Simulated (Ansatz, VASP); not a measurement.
## Rb in VASP and in Ansatz

File INCAR:

```
SYSTEM = Rb
PREC = Accurate ; ENCUT = 520
EDIFF = 1E-6 ; ISMEAR = 0
SIGMA = 0.15 ; LREAL = .FALSE.
LASPH = .TRUE. ; NELM = 60
ALGO = Fast ; ISIF = 2
LWAVE = .FALSE. ; LCHARG = .TRUE.
GGA = PE ; LELF = .TRUE.
LVHAR = .TRUE. ; NBANDS = 10
```

File KPOINTS:

```
Automatic mesh
0
G
  12 12 12
  0 0 0
```

POSCAR

```
Rb
1.0
   -2.7358500000      2.7358500000      2.6657000000
    2.7358500000     -2.7358500000      2.6657000000
    2.7358500000      2.7358500000     -2.6657000000
Rb
1
Direct
    0.0000000000      0.0000000000      0.0000000000
```

Input for Ansatz:

```yaml
crystal:
  lattice:
    - [-2.73585, 2.73585, 2.6657]
    - [2.73585, -2.73585, 2.6657]
    - [2.73585, 2.73585, -2.6657]
  atoms:
    - { symbol: Rb, position: [0.0, 0.0, 0.0] }
basis:
  ecutwfc: 420
kpoints:
  mp_grid: { grid: [12, 12, 12] }
hamiltonian:
  xc: pbe
scf:
  occupations: { method: gaussian, width: 0.15 }
output:
  forces: true
  stress: true
  eigenvalues: true
```

Change from the starting cell: strain -0.025 along x and y, -0.050 along z, atoms carried along.

Alike in both runs: task single point; functional PBE; k mesh 12 × 12 × 12; occupations gaussian, width 0.15 eV; no spin polarisation.

|  | VASP | Ansatz |
| --- | --- | --- |
| version | VASP 6.6.1 | Ansatz 0.2.0 |
| potentials or method | VASP PAW PBE potentials, release 64 (Rb_sv), cutoff 520 eV | scalar-relativistic, plane waves, PAW |
| valence electrons in the cell | 9 | 9 |

|  | VASP | Ansatz | Ansatz less VASP |
| --- | --- | --- | --- |
| gap on the k mesh at the Fermi level (eV) | none | none | - |
| pressure (GPa) | 0.5 | 0.5 | 0.00 |

A gap of «none» marks a metal or a gap that the smearing closes.
